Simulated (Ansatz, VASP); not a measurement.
# MgS: VASP beside Ansatz

```
Mg S
1.0
     0.00000    2.83087    2.83087
     2.83087    0.00000    2.83087
     2.83087    2.83087    0.00000
Mg S
1 1
Direct
  0.00000 0.00000 0.00000
  0.75000 0.75000 0.75000
```

Alike in both runs: task single point; functional HSE06; k mesh 4 × 4 × 4; no spin polarisation.

|  | VASP | Ansatz |
| --- | --- | --- |
| version | VASP 6.6.1 | Ansatz 0.2.0 |
| potentials or method | VASP PAW PBE potentials, release 64 (Mg, S) | plane waves |
| plane-wave cutoff (eV) | 520 | 420 |
| occupations | gaussian, width 0.01 eV | fixed |
| valence electrons in the cell | 8 | 16 |

```csv
,VASP,Ansatz,Ansatz less VASP
gap on the k mesh at the Fermi level (eV),4.52,4.53,+0.016
pressure (GPa),-0.1,0.1,+0.18
```

VASP's potentials hold 8 valence electrons a cell and Ansatz's 16, so a difference there can come from the potentials and not from the codes. Ansatz's warnings: exchange mesh not taken up, stress exchange threshold loose, stress scf threshold loose.

The k mesh is coarse, so the values compare programs but aren't converged.
